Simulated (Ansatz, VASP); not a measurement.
# LiCl: VASP beside Ansatz

Contents of POSCAR:

```
LiCl
1.0
    0.0000000000      2.8013686002      2.6319369426
    2.8013686002      0.0000000000      2.6319369426
    2.8013686002      2.8013686002      0.0000000000
Li Cl
1 1
Direct
    0.0000000000      0.0000000000      0.0000000000
    0.2500000000      0.2500000000      0.2500000000
```

INCAR.step1

```
SYSTEM = LiCl
ALGO = Normal
EDIFF = 1E-5
ENCUT = 520
GGA = PE
ISIF = 2
ISMEAR = 0
LASPH = .True.
LCHARG = .False.
LREAL = .False.
LWAVE = .True.
NBANDS = 12
NELM = 60
PREC = Accurate
SIGMA = 0.01
```

The input INCAR.step2:

```
SYSTEM = LiCl
ALGO = Normal
EDIFF = 1E-6
ENCUT = 520
GGA = PE
HFSCREEN = 0.2079
ISIF = 2
ISMEAR = 0
ISTART = 1
LASPH = .True.
LCHARG = .False.
LHFCALC = .True.
LREAL = .False.
LWAVE = .False.
NBANDS = 12
NELM = 60
PREC = Accurate
PRECFOCK = Normal
SIGMA = 0.01
```

Contents of KPOINTS:

```
k-points
0
Gamma
  6 6 6
  0 0 0
```

Input for Ansatz:

```yaml
crystal:
  lattice:
    - [0.0, 2.8013686002, 2.6319369426]
    - [2.8013686002, 0.0, 2.6319369426]
    - [2.8013686002, 2.8013686002, 0.0]
  atoms:
    - { symbol: Li, position: [0.0, 0.0, 0.0] }
    - { symbol: Cl, position: [0.25, 0.25, 0.25] }
kpoints:
  mp_grid: { grid: [6, 6, 6] }
  band_path:
    path:
      - [0.0, 0.0, 0.0]
      - [-0.5, -0.5, 0.0]
      - [-0.375, -0.375, 0.25]
      - [-0.375, 0.0, 0.375]
      - [0.0, 0.0, 0.5]
      - [-0.5, -0.25, 0.25]
    npoints: 1
hamiltonian:
  xc: hse06
scf:
  occupations: { method: fixed }
  n_extra_bands: 4
output:
  forces: true
  stress: true
  eigenvalues: true
```

Change from the starting cell: epitaxial_xy strain +2.5%.

Alike in both runs: task single point; functional HSE06; k mesh 6 × 6 × 6; no spin polarisation.

|  | VASP | Ansatz |
| --- | --- | --- |
| version | VASP 6.6.1 | Ansatz 0.2.0 |
| potentials or method | VASP PAW PBE potentials, release 64 (Li_sv, Cl) | plane waves, PAW |
| plane-wave cutoff (eV) | 520 | 420 |
| occupations | gaussian, width 0.01 eV | fixed |
| valence electrons in the cell | 10 | 10 |

```csv
,VASP,Ansatz,Ansatz less VASP
gap on the k mesh at the Fermi level (eV),7.27,7.27,+0.001
```

Ansatz's warnings: stress exchange threshold loose, stress scf threshold loose.

Noted on VASP's run: the cutoff is short for stress, so the pressure is rough.
